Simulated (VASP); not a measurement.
# BP2 in VASP: further runs

BP2 is run at these levels: PBE; tasks: single point.

All numbers are computed with VASP 6.6.1; they aren't measurements. Logs are shortened: lines on timing, memory, paths and dates and some standing lists are left out, and cuts for length are marked.

**1. The cell of the first run**

It takes space group Fm-3m (No. 225, cubic). Conventional cell: a = 5.301 Å, b = 5.301 Å, c = 5.301 Å, α = 90.00°, β = 90.00°, γ = 90.00°. Within 3.0 Å of B (site symmetry m-3m) lie 8 P at 2.30 Å. Within 3.0 Å of P (site symmetry -43m) lie 4 B at 2.30 Å and 6 P at 2.65 Å.

**2. Single point, PBE**

Input file INCAR:

```
SYSTEM = BP2
PREC = Accurate ; ENCUT = 500
EDIFF = 1E-6 ; ISMEAR = 0
SIGMA = 0.2 ; LREAL = .FALSE.
LASPH = .TRUE. ; NELM = 120
ALGO = Normal ; ISIF = 2
LWAVE = .FALSE. ; LCHARG = .FALSE.
GGA = PE ; NBANDS = 14
GGA_COMPAT = .FALSE.
```

Input file KPOINTS:

```
regular mesh
0
G
  6 6 6
  0 0 0
```

Input file POSCAR:

```
BP2
1.0
    0.0000000000      2.6507352127      2.6507352127
    2.6507352127      0.0000000000      2.6507352127
    2.6507352127      2.6507352127      0.0000000000
B P
1 2
Direct
    0.0000000000      0.0000000000      0.0000000000
    0.7500000000      0.7500000000      0.7500000000
    0.2500000000      0.2500000000      0.2500000000
```

Potentials or basis: VASP PAW PBE potentials, release 64 (B, P).

Launch:

```bash
> cat potpaw_PBE.64/B/POTCAR potpaw_PBE.64/P/POTCAR > POTCAR
> mpirun -np 1 vasp_std > vasp.out
```

OUTCAR:

```text
SYSTEM = BP2
   PREC = Accurate
   ENCUT = 500
   EDIFF = 1E-6
   ISMEAR = 0
   LREAL = .FALSE.
   LASPH = .TRUE.
   NELM = 120
   ISIF = 2
   GGA = PE

 ion  position               nearest neighbor table
   1  0.000  0.000  0.000-   2 2.30   2 2.30   2 2.30   2 2.30   3 2.30   3 2.30   3 2.30   3 2.30

   2  0.750  0.750  0.750-   1 2.30   1 2.30   1 2.30   1 2.30   3 2.65   3 2.65   3 2.65   3 2.65
                             3 2.65   3 2.65
   3  0.250  0.250  0.250-   1 2.30   1 2.30   1 2.30   1 2.30   2 2.65   2 2.65   2 2.65   2 2.65
                             2 2.65   2 2.65

  LATTYP: Found a face centered cubic cell.
 ALAT       =     5.3014704254

  Lattice vectors:

 A1 = (   0.0000000000,   2.6507352127,   2.6507352127)
 A2 = (   2.6507352127,   0.0000000000,   2.6507352127)
 A3 = (   2.6507352127,   2.6507352127,   0.0000000000)

Analysis of symmetry for initial positions (statically):
=====================================================================
 Subroutine PRICEL returns:
 Original cell was already a primitive cell.

 Routine SETGRP: Setting up the symmetry group for a
 face centered cubic supercell.

 Subroutine GETGRP returns: Found 48 space group operations
 (whereof 48 operations were pure point group operations)
 out of a pool of 48 trial point group operations.

The static configuration has the point symmetry O_h .

Analysis of symmetry for dynamics (positions and initial velocities):
=====================================================================
 Subroutine PRICEL returns:
 Original cell was already a primitive cell.

 Routine SETGRP: Setting up the symmetry group for a
 face centered cubic supercell.

 Subroutine GETGRP returns: Found 48 space group operations
 (whereof 48 operations were pure point group operations)
 out of a pool of 48 trial point group operations.

The dynamic configuration has the point symmetry O_h .

 Subroutine INISYM returns: Found 48 space group operations
 (whereof 48 operations are pure point group operations),
 and found     1 'primitive' translations

----------------------------------------------------------------------------------------

                                     Primitive cell

  volume of cell :      37.2502

  direct lattice vectors                    reciprocal lattice vectors
     0.000000000  2.650735213  2.650735213    -0.188626913  0.188626913  0.188626913
     2.650735213  0.000000000  2.650735213     0.188626913 -0.188626913  0.188626913
     2.650735213  2.650735213  0.000000000     0.188626913  0.188626913 -0.188626913

  length of vectors
     3.748705688  3.748705688  3.748705688     0.326711397  0.326711397  0.326711397

  position of ions in fractional coordinates (direct lattice)
     0.000000000  0.000000000  0.000000000
     0.750000000  0.750000000  0.750000000
     0.250000000  0.250000000  0.250000000

  ion indices of the primitive-cell ions
   primitive index   ion index
                 1           1
                 2           2
                 3           3

----------------------------------------------------------------------------------------

 KPOINTS: regular mesh

Automatic generation of k-mesh.
 Grid dimensions read from file:
 generate k-points for:    6    6    6

 Generating k-lattice:

  Cartesian coordinates                     Fractional coordinates (reciprocal lattice)
    -0.031437819  0.031437819  0.031437819     0.166666667  0.000000000  0.000000000
     0.031437819 -0.031437819  0.031437819     0.000000000  0.166666667  0.000000000
     0.031437819  0.031437819 -0.031437819     0.000000000  0.000000000  0.166666667

  Length of vectors
     0.054451899  0.054451899  0.054451899

  Shift w.r.t. Gamma in fractional coordinates (k-lattice)
     0.000000000  0.000000000  0.000000000

 Subroutine IBZKPT returns following result:
 ===========================================

 Found     16 irreducible k-points:

 Following reciprocal coordinates:
            Coordinates               Weight
  0.000000  0.000000  0.000000      1.000000
  0.166667  0.000000  0.000000      8.000000
  0.333333  0.000000  0.000000      8.000000
  0.500000  0.000000  0.000000      4.000000
  0.166667  0.166667  0.000000      6.000000
  0.333333  0.166667  0.000000     24.000000
[... 8 lines left out ...]
 -0.333333  0.333333  0.166667     24.000000
 -0.333333  0.500000  0.166667     12.000000
   k-points           NKPTS =     16   k-points in BZ     NKDIM =     16   number of bands    NBANDS=     14
   number of dos      NEDOS =    301   number of ions     NIONS =      3
   total plane-waves  NPLWV =  21952
   dimension x,y,z NGX =    28 NGY =   28 NGZ =   28
   dimension x,y,z NGXF=    56 NGYF=   56 NGZF=   56
   ions per type =               1   2
   NGX,Y,Z   is equivalent  to a cutoff of  12.42, 12.42, 12.42 a.u.
   NGXF,Y,Z  is equivalent  to a cutoff of  24.83, 24.83, 24.83 a.u.
 SYSTEM =  BP2
   PREC   = accura    normal or accurate (medium, high low for compatibility)
   ISTART =      0    job   : 0-new  1-cont  2-samecut
   ICHARG =      2    charge: 1-file 2-atom 10-const
   ISPIN  =      1    spin polarized calculation?
   LNONCOLLINEAR =      F non collinear calculations
   LSORBIT =      F    spin-orbit coupling
   LASPH  =      T    aspherical Exc in radial PAW
   ENCUT  =  500.0 eV  36.75 Ry    6.06 a.u.   6.83  6.83  6.83*2*pi/ulx,y,z
   NELM   =    120;   NELMIN=  2; NELMDL= -5     # of ELM steps
   EDIFF  = 0.1E-05   stopping-criterion for ELM
   LREAL  =      F    real-space projection
   EDIFFG = 0.1E-04   stopping-criterion for IOM
   NSW    =      0    number of steps for IOM
   IBRION =     -1    ionic relax: 0-MD 1-quasi-New 2-CG
   NFREE  =      0    steps in history (QN), initial steepest desc. (CG)
   ISIF   =      2    stress and relaxation
   ISYM   =      2    0-nonsym 1-usesym 2-fastsym
   POTIM  = 0.5000    time-step for ionic-motion
   TEBEG  =    0.0;   TEEND  =   0.0 temperature during run
   PSTRESS=    0.0 pullay stress
   NELECT =      13.0000    total number of electrons
   NUPDOWN=      -1.0000    fix difference up-down
   EMIN   =  10.00;   EMAX   =-10.00  energy-range for DOS
   EFERMI =   0.00;   METHOD = LEGACY
   ISMEAR =     0;   SIGMA  =   0.20  broadening in eV -4-tet -1-fermi 0-gaus
   EFERMI_NEDOS =   21; number of points for ismear=-14 and -15
   IALGO  =     38    algorithm
   IMIX   =      4    mixing-type and parameters
     AMIX     =   0.40;   BMIX     =  1.00
     AMIX_MAG =   1.60;   BMIX_MAG =  1.00
  volume/ion in A,a.u.               =      12.42        83.79
  Fermi-wavevector in a.u.,A,eV,Ry     =   1.152603  2.178103 18.075242  1.328493
  Thomas-Fermi vector in A             =   2.289252
   LORBIT       =      0    0 simple, 1 ext, 2 COOP (PROOUT), +10 PAW based schemes
   GGA     = PE    functional components
   LHFCALC =     F    Hartree Fock is set to
   AEXX    =    0.0000 exact exchange contribution
   IVDW    =     0    specifies the selected vdW correction
   LEPSILON=     F    determine dielectric tensor
   LRPA    =     F    only Hartree local field effects (RPA)
 non-spin polarized calculation
 Gauss-broadening in eV      SIGMA  =   0.20
  energy-cutoff  :      500.00
  volume of cell :       37.25
 maximum number of plane-waves:       960
   NGX = 13   NGY = 13   NGZ = 13

 number of electron      13.0000000 magnetization

 Free energy of the ion-electron system (eV)
  ---------------------------------------------------
  ext. energy  EPLUGINS =         0.00000000
  ---------------------------------------------------
  free energy    TOTEN  =       -14.41164629 eV

  energy without entropy =      -14.38337062  energy(sigma->0) =      -14.39750845

 E-fermi :   9.1676     XC(G=0): -11.3466

 val. band max:        8.7762047255   @ k =  -0.3333   0.5000   0.1667
 cond. band min:       9.1681023182   @ k =   0.1667   0.1667   0.0000
 fundamental gap:      0.3918975927
 Fermi energy:         9.1675921744

 k-point     1 :       0.0000    0.0000    0.0000
  band No.  band energies     occupation
      1      -7.4371      2.00000
      2       4.2649      2.00000
      3       5.8779      2.00000
      4       5.8779      2.00000
      5       5.8779      2.00000
      6       6.9496      2.00000
      7       6.9496      2.00000
      8       6.9496      2.00000
      9      10.0848      0.00000
     10      12.4063      0.00000
     11      12.4063      0.00000
     12      12.4063      0.00000
     13      14.4394      0.00000
     14      14.4394      0.00000

 k-point     2 :       0.1667    0.0000    0.0000
  band No.  band energies     occupation
      1      -7.0463      2.00000
      2       1.8602      2.00000
      3       5.2409      2.00000
      4       5.2409      2.00000
      5       5.4677      2.00000
      6       7.5247      2.00000
      7       7.5247      2.00000
      8       8.4283      2.00000
      9      11.5725      0.00000
     10      11.5725      0.00000
     11      11.6655      0.00000
     12      12.4541      0.00000
     13      16.8094      0.00000
     14      16.8094      0.00000

 k-point     3 :       0.3333    0.0000    0.0000
  band No.  band energies     occupation
      1      -5.8843      2.00000
      2      -1.2940      2.00000
      3       4.7060      2.00000
      4       4.7060      2.00000
      5       5.1774      2.00000
      6       7.2312      2.00000
      7       7.2312      2.00000
      8       8.7614      1.99593
      9      12.7105      0.00000
     10      12.7105      0.00000
     11      12.8338      0.00000
     12      15.6352      0.00000
     13      19.3006      0.00000
     14      20.6928      0.00000
[... 188 lines left out ...]
 k-point    15 :      -0.3333    0.3333    0.1667
  band No.  band energies     occupation
      1      -3.2886      2.00000
      2      -2.9318      2.00000
      3       0.1452      2.00000
      4       1.8770      2.00000
      5       6.7906      2.00000
      6       6.7945      2.00000
      7      11.0817      0.00000
      8      11.5546      0.00000
      9      11.6826      0.00000
     10      13.2960      0.00000
     11      15.2635      0.00000
     12      16.2721      0.00000
     13      19.1402      0.00000
     14      21.2124      0.00000

 k-point    16 :      -0.3333    0.5000    0.1667
  band No.  band energies     occupation
      1      -3.2458      2.00000
      2      -1.6591      2.00000
      3      -1.1575      2.00000
      4       1.3153      2.00000
      5       4.9859      2.00000
      6       8.7762      1.99435
      7       9.4406      0.05355
      8      12.4957      0.00000
      9      13.8959      0.00000
     10      15.0086      0.00000
     11      15.1983      0.00000
     12      15.3992      0.00000
     13      20.0458      0.00000
     14      20.0916      0.00000

------------------------ aborting loop because EDIFF is reached ----------------------------------------

  FORCE on cell =-STRESS in cart. coord.  units (eV):
  Direction    XX          YY          ZZ          XY          YZ          ZX
  --------------------------------------------------------------------------------------
  -------------------------------------------------------------------------------------
  Total       -0.0559825     -0.0559825     -0.0559825      0.0000000     -0.0000000      0.0000000
  in kB       -2.4078732     -2.4078732     -2.4078732      0.0000000     -0.0000000      0.0000000
  external PRESSURE =      -2.4078732 kB  Pullay stress =       0.0000000 kB

 VOLUME and BASIS-vectors are now :
 -----------------------------------------------------------------------------
  energy-cutoff  :      500.00
  volume of cell :       37.25
      direct lattice vectors                 reciprocal lattice vectors
     0.000000000  2.650735213  2.650735213    -0.188626913  0.188626913  0.188626913
     2.650735213  0.000000000  2.650735213     0.188626913 -0.188626913  0.188626913
     2.650735213  2.650735213  0.000000000     0.188626913  0.188626913 -0.188626913

 POSITION                                       TOTAL-FORCE (eV/Angst)
 -----------------------------------------------------------------------------------
      0.00000      0.00000      0.00000         0.000000     -0.000000     -0.000000
      3.97610      3.97610      3.97610        -0.000000     -0.000000     -0.000000
      1.32537      1.32537      1.32537         0.000000      0.000000      0.000000
 -----------------------------------------------------------------------------------
    total drift:                               -0.000000     -0.000000     -0.000000

  FREE ENERGIE OF THE ION-ELECTRON SYSTEM (eV)
  ---------------------------------------------------
  free  energy   TOTEN  =       -14.4116462920 eV

  energy  without entropy=      -14.3833706163  energy(sigma->0) =      -14.39750845
```

Run time: 14 s. Hardware: 1 thread of Intel Xeon 8259CL, shared host; peak memory 0.15 GiB.

What came out:

```yaml
Free_energy: -14.4116 eV
Pressure: -0.2 GPa
```

**3. Single point, PBE**

This run uses another cell than the first one, of 12.39 Å³/atom, 0.998 times its volume.

Input file INCAR:

```
SYSTEM = BP2
PREC = Accurate ; ENCUT = 500
EDIFF = 1E-6 ; ISMEAR = 0
SIGMA = 0.2 ; LREAL = .False.
LASPH = .True. ; NELM = 120
ALGO = Normal ; ISIF = 2
LWAVE = .False. ; LCHARG = .False.
GGA = PE ; NBANDS = 14
GGA_COMPAT = .False.
```

Input file KPOINTS:

```
regular mesh
0
Gamma
  6 6 6
  0 0 0
```

Input file POSCAR:

```
BP2
1.0
    0.0000000000      2.6488265563      2.6488265563
    2.6488265563      0.0000000000      2.6488265563
    2.6488265563      2.6488265563      0.0000000000
B P
1 2
Direct
    0.5000000000      0.5000000000      0.5000000000
    0.2500000000      0.2500000000      0.2500000000
    0.7500000000      0.7500000000      0.7500000000
```

Potentials or basis: VASP PAW PBE potentials, release 64 (B, P).

Launch:

```bash
> cat potpaw_PBE.64/B/POTCAR potpaw_PBE.64/P/POTCAR > POTCAR
> mpirun -np 1 vasp_std > vasp.out
```

It took 12 s on 1 thread of Intel Xeon 8259CL, shared host; peak memory 0.15 GiB.

The run converged. Its results:

- Free energy: -14.4117 eV
- Pressure: 0.0 GPa

Levels at points of the mesh, in eV from the Fermi level:
| k point | band 2 | band 3 | band 4 | band 5 | band 6 | band 7 | band 8 | band 9 | band 10 | band 11 |
| --- | --- | --- | --- | --- | --- | --- | --- | --- | --- | --- |
| (0.00, 0.00, 0.00) | -4.88 | -3.29 | -3.29 | -3.29 | -2.22 | -2.22 | -2.22 | 0.94 | 3.25 | 3.25 |
| (0.50, 0.00, 0.00) | -12.82 | -4.62 | -4.62 | -4.08 | -2.31 | -2.31 | -0.56 | 5.20 | 5.20 | 5.79 |
| (0.50, 0.50, 0.00) | -10.57 | -8.91 | -7.09 | -7.09 | -2.30 | 4.40 | 4.40 | 5.68 | 5.88 | 5.88 |

**4. Single point, PBE**

Input file INCAR:

```
  PREC = Accurate
  ENCUT = 500
  EDIFF = 1E-6
  ISMEAR = 0
  SIGMA = 0.2
  LREAL = F
  LASPH = T
  NELM = 120
  ALGO = Normal
  ISIF = 2
  LWAVE = F
  LCHARG = T
  GGA = PE
  LELF = T
  LVHAR = T
  NBANDS = 14
  GGA_COMPAT = F
```

Input file KPOINTS:

```
Automatic mesh
0
Gamma
  6 6 6
```

Input file POSCAR:

```
BP2
1.0
   -1.8930355504      1.8930355504      2.6006132197
    1.8930355504     -1.8930355504      2.6006132197
    1.8930355504      1.8930355504     -2.6006132197
B P
1 2
Direct
    0.0000000000      0.0000000000      0.0000000000
    0.7500000000      0.2500000000      0.5000000000
    0.2500000000      0.7500000000      0.5000000000
```

Potentials or basis: VASP PAW PBE potentials, release 64 (B, P).

Launch:

```bash
> cat potpaw_PBE.64/B/POTCAR potpaw_PBE.64/P/POTCAR > POTCAR
> mpirun -np 1 vasp_std > vasp.out
```

OUTCAR:

```text
PREC = Accurate
   ENCUT = 500
   EDIFF = 1E-6
   ISMEAR = 0
   LREAL = F
   LASPH = T
   NELM = 120
   ISIF = 2
   GGA = PE

 ion  position               nearest neighbor table
   1  0.000  0.000  0.000-   2 2.30   3 2.30   2 2.30   3 2.30   2 2.30   3 2.30   2 2.30   3 2.30

   2  0.750  0.250  0.500-   1 2.30   1 2.30   1 2.30   1 2.30   3 2.60   3 2.60   3 2.68   3 2.68
                             3 2.68   3 2.68
   3  0.250  0.750  0.500-   1 2.30   1 2.30   1 2.30   1 2.30   2 2.60   2 2.60   2 2.68   2 2.68
                             2 2.68   2 2.68

[... 598 lines left out ...]
     13      17.5196      0.00000
     14      18.9725      0.00000

 [... further k-points ...]
[... 5 lines left out ...]
  --------------------------------------------------------------------------------------
  -------------------------------------------------------------------------------------
  Total       -0.0307631     -0.0307631     -0.0597572      0.0000000      0.0000000      0.0000000
  in kB       -1.3221723     -1.3221723     -2.5683125      0.0000000      0.0000000      0.0000000
  external PRESSURE =      -1.7375524 kB  Pullay stress =       0.0000000 kB

 VOLUME and BASIS-vectors are now :
 -----------------------------------------------------------------------------
  energy-cutoff  :      500.00
  volume of cell :       37.28
      direct lattice vectors                 reciprocal lattice vectors
    -1.893035550  1.893035550  2.600613220     0.000000000  0.264126049  0.192262347
     1.893035550 -1.893035550  2.600613220     0.264126049  0.000000000  0.192262347
     1.893035550  1.893035550 -2.600613220     0.264126049  0.264126049  0.000000000

 POSITION                                       TOTAL-FORCE (eV/Angst)
 -----------------------------------------------------------------------------------
      0.00000      0.00000      0.00000         0.000000     -0.000000      0.000000
      0.00000      1.89304      1.30031         0.000000      0.000000     -0.000000
      1.89304      0.00000      1.30031        -0.000000      0.000000     -0.000000
 -----------------------------------------------------------------------------------
    total drift:                                0.000000     -0.000000      0.000000

  FREE ENERGIE OF THE ION-ELECTRON SYSTEM (eV)
  ---------------------------------------------------
  free  energy   TOTEN  =       -14.4147605640 eV

  energy  without entropy=      -14.3925671925  energy(sigma->0) =      -14.40366388
```

stdout:

```text
POSCAR found type information on POSCAR B P
 POSCAR found :  2 types and       3 ions
 scaLAPACK will be used
 LDA part: xc-table for (Slater+PW92), standard interpolation
 POSCAR, INCAR and KPOINTS ok, starting setup
 FFT: planning ... GRIDC
 FFT: planning ... GRID_SOFT
 FFT: planning ... GRID
 WAVECAR not read
 entering main loop
```

Run time: 20 s. Hardware: 1 thread of Intel Xeon 8259CL, shared host; peak memory 0.15 GiB.

Results:

- Free energy: -14.4148 eV
- Pressure: -0.2 GPa

Caveat: the k points lie up to 0.39 Å⁻¹ apart.

**5. Summary**

```tsv
cell	gap on the mesh (eV)	pressure (GPa)
a = 3.749 Å, angles 60.0°, 3 atoms	none	-0.2
a = 3.746 Å, angles 60.0°, 3 atoms	none	0.0
a = 3.732 Å, angles 119.0, 119.0, 91.7°, 3 atoms	none	-0.2
```

Alike in all rows: task single point; level PBE; potentials or basis VASP PAW PBE potentials, release 64 (B, P); no spin polarisation; k mesh 6 × 6 × 6; cutoff (eV) 500; smearing gaussian 0.2 eV.

Caveats: some runs use coarse meshes.

Absolute energies hang on the potentials; compare differences alone.
